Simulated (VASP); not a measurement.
# Ba2Tl5V3O12 (P-3m1) in VASP: further runs

Runs on Ba2Tl5V3O12. Level: PBE. Tasks: single point.

Program: VASP 6.6.1. These are calculated values, not measurements. Logs are shortened: lines on timing, memory, paths and dates and some standing lists are left out, and cuts for length are marked.

## (1) The cell of the first run

Symmetry: P-3m1, No. 164, trigonal system. The conventional cell has a = 8.208 Å, b = 8.208 Å, c = 6.967 Å, α = 90.00°, β = 90.00°, γ = 120.00°. Ba (site symmetry 3m) has 6 O at 2.82 Å and 2 Ba at 3.28 to 3.69 Å within 3.7 Å. Within 2.4 Å of V (site symmetry 2/m) lie 4 O at 1.84 Å. Within 3.5 Å of Tl (site symmetry 2/m) lie 4 O at 2.55 Å and 2 Tl at 3.05 Å and 2 V at 3.48 Å. Tl (site symmetry 3m) has 6 O at 2.75 Å and 3 V at 2.84 Å and 3 Tl at 3.05 Å within 3.6 Å. O (site symmetry 1) has 1 V at 1.84 Å within 2.4 Å.

## (2) Single point, PBE, collinear spin, ferromagnetic start (18.48 Å³/atom)

INCAR reads:

```
SYSTEM = Ba2Tl5V3O12
PREC = Accurate
ENCUT = 520
EDIFF = 1E-7
ISMEAR = -1
SIGMA = 0.05
LREAL = Auto
LASPH = .TRUE.
NELM = 150
ALGO = Normal
ISIF = 2
LWAVE = .FALSE.
LCHARG = .FALSE.
ISPIN = 2
MAGMOM = 0 0 2 2 2 0 0 0 0 0 0 0 0 0 0 0 0 0 0 0 0 0
LORBIT = 11
LMAXMIX = 4
GGA = PE
NBANDS = 119
KPAR = 4
```

KPOINTS reads:

```
regular mesh
0
G
  3 3 3
  0 0 0
```

POSCAR reads:

```
Ba2Tl5V3O12
1.0
    8.2082129645      0.0000000000      0.0000000000
   -4.1041115154      7.1085279855      0.0000000000
    0.0000000000      0.0000000000      6.9671176272
Ba V Tl O
2 3 5 12
Direct
    0.0000000000      0.0000000000      0.2355200000
    0.0000000000      0.0000000000      0.7644800000
    0.5000000000      0.0000000000      0.0000000000
    0.0000000000      0.5000000000      0.0000000000
    0.5000000000      0.5000000000      0.0000000000
    0.5000000000      0.0000000000      0.5000000000
    0.0000000000      0.5000000000      0.5000000000
    0.5000000000      0.5000000000      0.5000000000
    0.3333300000      0.6666700000      0.2248900000
    0.6666700000      0.3333300000      0.7751100000
    0.3389000000      0.3433400000      0.8144400000
    0.6566600000      0.9955600000      0.8144400000
    0.0044400000      0.6611000000      0.8144400000
    0.3433400000      0.3389000000      0.1855600000
    0.9955600000      0.6566600000      0.1855600000
    0.6611000000      0.0044400000      0.1855600000
    0.6611000000      0.6566600000      0.1855600000
    0.3433400000      0.0044400000      0.1855600000
    0.9955600000      0.3389000000      0.1855600000
    0.6566600000      0.6611000000      0.8144400000
    0.0044400000      0.3433400000      0.8144400000
    0.3389000000      0.9955600000      0.8144400000
```

Potentials or basis: VASP PAW PBE potentials, release 64 (Ba_sv, V_sv, Tl_d, O).

Command:

```sh
cat potpaw_PBE.64/Ba_sv/POTCAR potpaw_PBE.64/V_sv/POTCAR potpaw_PBE.64/Tl_d/POTCAR potpaw_PBE.64/O/POTCAR > POTCAR
mpirun -np 4 vasp_std > vasp.out
```

OUTCAR:

```text
SYSTEM = Ba2Tl5V3O12
   PREC = Accurate
   ENCUT = 520
   EDIFF = 1E-7
   ISMEAR = -1
   LREAL = Auto
   LASPH = .TRUE.
   NELM = 150
   ISIF = 2
   ISPIN = 2
   LORBIT = 11
   GGA = PE

 ion  position               nearest neighbor table
   1  0.000  0.000  0.236-  18 2.82  16 2.82  14 2.82  17 2.82  19 2.82  15 2.82   2 3.28   2 3.69

   2  0.000  0.000  0.764-  12 2.82  22 2.82  20 2.82  11 2.82  13 2.82  21 2.82   1 3.28   1 3.69

   3  0.500  0.000  0.000-  16 1.84  22 1.84  18 1.84  12 1.84   9 2.84  10 2.84   6 3.48   6 3.48
[... 13 lines left out ...]
  10  0.667  0.333  0.775-  21 2.75  12 2.75  13 2.75  22 2.75  11 2.75  20 2.75   4 2.84   3 2.84
                             5 2.84   7 3.05   6 3.05   8 3.05
  11  0.339  0.343  0.814-   5 1.84   8 2.55  10 2.75   2 2.82
  12  0.657  0.996  0.814-   3 1.84   6 2.55  10 2.75   2 2.82
  13  0.004  0.661  0.814-   4 1.84   7 2.55  10 2.75   2 2.82
  14  0.343  0.339  0.186-   5 1.84   8 2.55   9 2.75   1 2.82
  15  0.996  0.657  0.186-   4 1.84   7 2.55   9 2.75   1 2.82
  16  0.661  0.004  0.186-   3 1.84   6 2.55   9 2.75   1 2.82
  17  0.661  0.657  0.186-   5 1.84   8 2.55   9 2.75   1 2.82
  18  0.343  0.004  0.186-   3 1.84   6 2.55   9 2.75   1 2.82
  19  0.996  0.339  0.186-   4 1.84   7 2.55   9 2.75   1 2.82
  20  0.657  0.661  0.814-   5 1.84   8 2.55  10 2.75   2 2.82
  21  0.004  0.343  0.814-   4 1.84   7 2.55  10 2.75   2 2.82
  22  0.339  0.996  0.814-   3 1.84   6 2.55  10 2.75   2 2.82

  LATTYP: Found a hexagonal cell.
 ALAT       =     8.2082129645
 C/A-ratio  =     0.8487983508

  Lattice vectors:

 A1 = (   8.2082129645,   0.0000000000,   0.0000000000)
 A2 = (  -4.1041115154,   7.1085279855,   0.0000000000)
 A3 = (   0.0000000000,   0.0000000000,   6.9671176272)

Analysis of symmetry for initial positions (statically):
=====================================================================
 Subroutine PRICEL returns:
 Original cell was already a primitive cell.

 Routine SETGRP: Setting up the symmetry group for a
 hexagonal supercell.

 Subroutine GETGRP returns: Found  4 space group operations
 (whereof  4 operations were pure point group operations)
 out of a pool of 24 trial point group operations.

The static configuration has the point symmetry C_2h.

Analysis of symmetry for dynamics (positions and initial velocities):
=====================================================================
 Subroutine PRICEL returns:
 Original cell was already a primitive cell.

 Routine SETGRP: Setting up the symmetry group for a
 hexagonal supercell.

 Subroutine GETGRP returns: Found  4 space group operations
 (whereof  4 operations were pure point group operations)
 out of a pool of 24 trial point group operations.

The dynamic configuration has the point symmetry C_2h.

Analysis of structural, dynamic, and magnetic symmetry:
=====================================================================
 Subroutine PRICEL returns:
 Original cell was already a primitive cell.

 Routine SETGRP: Setting up the symmetry group for a
 hexagonal supercell.

 Subroutine GETGRP returns: Found  4 space group operations
 (whereof  4 operations were pure point group operations)
 out of a pool of 24 trial point group operations.

The overall configuration has the point symmetry C_2h.

 Subroutine INISYM returns: Found  4 space group operations
 (whereof  4 operations are pure point group operations),
 and found     1 'primitive' translations

----------------------------------------------------------------------------------------

                                     Primitive cell

  volume of cell :     406.5196

  direct lattice vectors                    reciprocal lattice vectors
     8.208212964  0.000000000  0.000000000     0.121829198  0.070338137  0.000000000
    -4.104111515  7.108527986  0.000000000     0.000000000  0.140676101  0.000000000
     0.000000000  0.000000000  6.967117627     0.000000000  0.000000000  0.143531379

  length of vectors
     8.208212964  8.208221577  6.967117627     0.140676248  0.140676101  0.143531379

  position of ions in fractional coordinates (direct lattice)
     0.000000000  0.000000000  0.235520000
     0.000000000  0.000000000  0.764480000
     0.500000000  0.000000000  0.000000000
     1.000000000  0.500000000  0.000000000
     0.500000000  0.500000000  0.000000000
     0.500000000  0.000000000  0.500000000
[... 14 lines left out ...]
     0.004440000  0.343340000  0.814440000
     0.338900000  0.995560000  0.814440000

  ion indices of the primitive-cell ions
   primitive index   ion index
                 1           1
                 2           2
                 3           3
                 4           4
                 5           5
                 6           6
[... 14 lines left out ...]
                21          21
                22          22
[... 24 lines left out ...]

 Found     10 irreducible k-points:

 Following reciprocal coordinates:
            Coordinates               Weight
  0.000000  0.000000  0.000000      1.000000
  0.333333  0.000000  0.000000      4.000000
 -0.333333  0.333333  0.000000      2.000000
  0.333333  0.333333  0.000000      2.000000
  0.000000  0.000000  0.333333      2.000000
  0.333333  0.000000  0.333333      4.000000
  0.000000  0.333333  0.333333      4.000000
 -0.333333  0.333333  0.333333      2.000000
  0.333333 -0.333333  0.333333      2.000000
  0.333333  0.333333  0.333333      4.000000
   k-points           NKPTS =     10   k-points in BZ     NKDIM =     10   number of bands    NBANDS=    119
   number of dos      NEDOS =    301   number of ions     NIONS =     22
   total plane-waves  NPLWV = 221184
   dimension x,y,z NGX =    64 NGY =   64 NGZ =   54
   dimension x,y,z NGXF=   128 NGYF=  128 NGZF=  108
   ions per type =               2   3   5  12
   NGX,Y,Z   is equivalent  to a cutoff of  12.96, 12.96, 12.89 a.u.
   NGXF,Y,Z  is equivalent  to a cutoff of  25.92, 25.92, 25.77 a.u.
 SYSTEM =  Ba2Tl5V3O12
   PREC   = accura    normal or accurate (medium, high low for compatibility)
   ISTART =      0    job   : 0-new  1-cont  2-samecut
   ICHARG =      2    charge: 1-file 2-atom 10-const
   ISPIN  =      2    spin polarized calculation?
   LNONCOLLINEAR =      F non collinear calculations
   LSORBIT =      F    spin-orbit coupling
   LASPH  =      T    aspherical Exc in radial PAW
   ENCUT  =  520.0 eV  38.22 Ry    6.18 a.u.  15.26 15.26 12.95*2*pi/ulx,y,z
   NELM   =    150;   NELMIN=  2; NELMDL= -5     # of ELM steps
   EDIFF  = 0.1E-06   stopping-criterion for ELM
   LREAL  =      T    real-space projection
   EDIFFG = 0.1E-05   stopping-criterion for IOM
   NSW    =      0    number of steps for IOM
   IBRION =     -1    ionic relax: 0-MD 1-quasi-New 2-CG
   NFREE  =      0    steps in history (QN), initial steepest desc. (CG)
   ISIF   =      2    stress and relaxation
   ISYM   =      2    0-nonsym 1-usesym 2-fastsym
   POTIM  = 0.5000    time-step for ionic-motion
   TEBEG  =    0.0;   TEEND  =   0.0 temperature during run
   PSTRESS=    0.0 pullay stress
   NELECT =     196.0000    total number of electrons
   NUPDOWN=      -1.0000    fix difference up-down
   EMIN   =  10.00;   EMAX   =-10.00  energy-range for DOS
   EFERMI =   0.00;   METHOD = LEGACY
   ISMEAR =    -1;   SIGMA  =   0.05  broadening in eV -4-tet -1-fermi 0-gaus
   EFERMI_NEDOS =   21; number of points for ismear=-14 and -15
   IALGO  =     38    algorithm
   IMIX   =      4    mixing-type and parameters
     AMIX     =   0.40;   BMIX     =  1.00
     AMIX_MAG =   1.60;   BMIX_MAG =  1.00
  volume/ion in A,a.u.               =      18.48       124.70
  Fermi-wavevector in a.u.,A,eV,Ry     =   1.283708  2.425857 22.421139  1.647907
  Thomas-Fermi vector in A             =   2.415945
   LORBIT       =     11    0 simple, 1 ext, 2 COOP (PROOUT), +10 PAW based schemes
   GGA     = PE    functional components
   LHFCALC =     F    Hartree Fock is set to
   AEXX    =    0.0000 exact exchange contribution
   IVDW    =     0    specifies the selected vdW correction
   LEPSILON=     F    determine dielectric tensor
   LRPA    =     F    only Hartree local field effects (RPA)
 spin polarized calculation
  energy-cutoff  :      520.00
  volume of cell :      406.52
 maximum number of plane-waves:     10970
 NGX is ok and might be reduce to    64
   NGX = 31   NGY = 31   NGZ = 25

 number of electron     196.0000013 magnetization      -0.1172331

 number of electron     196.0000008 magnetization       0.0004420

 Free energy of the ion-electron system (eV)
  ---------------------------------------------------
  ext. energy  EPLUGINS =         0.00000000
  ---------------------------------------------------
  free energy    TOTEN  =      -127.62632388 eV

  energy without entropy =     -127.54655852  energy(sigma->0) =     -127.58644120

 E-fermi :   3.4295     XC(G=0):  -9.5622

 val. band max:        3.4021447631   @ k =   0.3333   0.3333   0.0000
 cond. band min:       3.4305643493   @ k =   0.3333   0.3333   0.3333
 fundamental gap:      0.0284195862
 Fermi energy:         3.4295428410

 spin component 1

 k-point     1 :       0.0000    0.0000    0.0000
  band No.  band energies     occupation
      1     -61.5409      1.00000
      2     -61.5407      1.00000
      3     -61.5407      1.00000
      4     -35.4537      1.00000
      5     -35.4504      1.00000
      6     -35.4504      1.00000
[... 1119 lines left out ...]
    109       5.4294      0.00000
    110       5.4294      0.00000
 Fermi energy:         3.4295428410

 spin component 2

 k-point     1 :       0.0000    0.0000    0.0000
  band No.  band energies     occupation
      1     -61.5409      1.00000
      2     -61.5408      1.00000
      3     -61.5408      1.00000
      4     -35.4537      1.00000
      5     -35.4504      1.00000
      6     -35.4504      1.00000
[... 1119 lines left out ...]
    109       5.4294      0.00000
    110       5.4294      0.00000
 [bands above 110 left out]

------------------------ aborting loop because EDIFF is reached ----------------------------------------

  FORCE on cell =-STRESS in cart. coord.  units (eV):
  Direction    XX          YY          ZZ          XY          YZ          ZX
  --------------------------------------------------------------------------------------
  -------------------------------------------------------------------------------------
  Total       -2.3230437     -2.3228160     -3.4189998      0.0002028     -0.0000929      0.0001608
  in kB       -9.1555939     -9.1546964    -13.4749830      0.0007994     -0.0003662      0.0006339
  external PRESSURE =     -10.5950911 kB  Pullay stress =       0.0000000 kB

 VOLUME and BASIS-vectors are now :
 -----------------------------------------------------------------------------
  energy-cutoff  :      520.00
  volume of cell :      406.52
      direct lattice vectors                 reciprocal lattice vectors
     8.208212964  0.000000000  0.000000000     0.121829198  0.070338137  0.000000000
    -4.104111515  7.108527986  0.000000000     0.000000000  0.140676101  0.000000000
     0.000000000  0.000000000  6.967117627     0.000000000  0.000000000  0.143531379

 POSITION                                       TOTAL-FORCE (eV/Angst)
 -----------------------------------------------------------------------------------
      0.00000      0.00000      1.64090        -0.000009      0.000005      0.035302
      0.00000      0.00000      5.32622         0.000009     -0.000005     -0.035302
      4.10411      0.00000      0.00000        -0.000000      0.000000      0.000000
     -2.05206      3.55426      0.00000        -0.000000      0.000000      0.000000
      2.05205      3.55426      0.00000        -0.000000      0.000000      0.000000
      4.10411      0.00000      3.48356        -0.000000      0.000000      0.000000
[... 14 lines left out ...]
     -1.37266      2.44064      5.67430        -0.094115      0.128399      0.119487
     -1.30413      7.07697      5.67430         0.158286      0.017306      0.119496
 -----------------------------------------------------------------------------------
    total drift:                                0.000000      0.000000      0.000000

  FREE ENERGIE OF THE ION-ELECTRON SYSTEM (eV)
  ---------------------------------------------------
  free  energy   TOTEN  =      -127.6263238813 eV

  energy  without entropy=     -127.5465585197  energy(sigma->0) =     -127.58644120

 total charge

# of ion       s       p       d       tot
------------------------------------------
    1        1.992   5.609   0.241   7.843
    2        1.992   5.609   0.241   7.843
    3        2.285   6.370   2.970  11.624
    4        2.285   6.370   2.970  11.624
    5        2.285   6.370   2.970  11.624
    6        1.110   0.297   9.703  11.111
[... 14 lines left out ...]
   21        1.588   3.336   0.000   4.923
   22        1.588   3.336   0.000   4.923
--------------------------------------------------
tot         35.463  72.122  57.864 165.449

 magnetization (x)

# of ion       s       p       d       tot
------------------------------------------
    1       -0.000  -0.000  -0.000  -0.000
    2       -0.000  -0.000  -0.000  -0.000
    3       -0.000   0.000  -0.000  -0.000
    4       -0.000   0.000  -0.000  -0.000
    5        0.000   0.000  -0.000  -0.000
    6        0.000   0.000   0.000   0.000
[... 14 lines left out ...]
   21        0.000   0.000   0.000   0.000
   22        0.000   0.000   0.000   0.000
--------------------------------------------------
tot          0.000   0.000  -0.000   0.000
```

Run time: 9.6 min. Hardware: 4 MPI ranks of AMD EPYC 9R45 (Zen 5), shared host; peak memory 1.1 GiB.

What came out:

* Free energy: -127.6263 eV
* Pressure: -1.1 GPa
* Largest force: 0.199 eV/Å
* Band gap on the k mesh: zero (filled and empty bands overlap)
* Net moment: 0.00 μB per cell
* Valence electrons inside the program's atomic spheres: Ba 7.84; V 11.62; Tl 11.11, 11.24 (each value once); O 4.92

Forces on the atoms (eV/Å):
```
Ba   0.000  0.000  0.035
Ba   0.000  0.000 -0.035
V    0.000  0.000  0.000
V    0.000  0.000  0.000
V    0.000  0.000  0.000
Tl   0.000  0.000  0.000
Tl   0.000  0.000  0.000
Tl   0.000  0.000  0.000
Tl   0.000  0.000 -0.001
Tl   0.000  0.000  0.001
O    0.094  0.128  0.119
O   -0.158  0.017  0.119
O    0.064 -0.146  0.119
O    0.064  0.146 -0.119
O    0.094 -0.128 -0.119
O   -0.158 -0.017 -0.119
O   -0.094 -0.128 -0.119
O    0.158 -0.017 -0.119
O   -0.064  0.146 -0.119
O   -0.064 -0.146  0.119
O   -0.094  0.128  0.119
O    0.158  0.017  0.119
```

Stress tensor (GPa, compression positive):
```
-0.92  0.00  0.00
 0.00 -0.92  0.00
 0.00  0.00 -1.35
```

Levels at points of the mesh, in eV from the Fermi level:
Spin up:
```csv
k point,band 94,band 95,band 96,band 97,band 98,band 99,band 100,band 101
"(0.00, 0.00, 0.00)",-0.90,-0.70,-0.70,-0.56,-0.35,0.01,0.54,0.54
```
Spin down:
| k point | band 95 | band 96 | band 97 | band 98 | band 99 | band 100 |
| --- | --- | --- | --- | --- | --- | --- |
| (0.00, 0.00, 0.00) | -0.70 | -0.70 | -0.56 | -0.35 | 0.01 | 0.54 |

Caveat: the moments typed at the start vanished in this run; spin-orbit coupling is left out, which moves the levels of the heavy elements; semilocal functionals often make such compounds metallic where correlation or magnetic order opens a gap, which also shifts bond lengths.

(Continued in part 2 of 2.)

The gap in the log of VASP goes by the Fermi energy; the results here count the filled bands.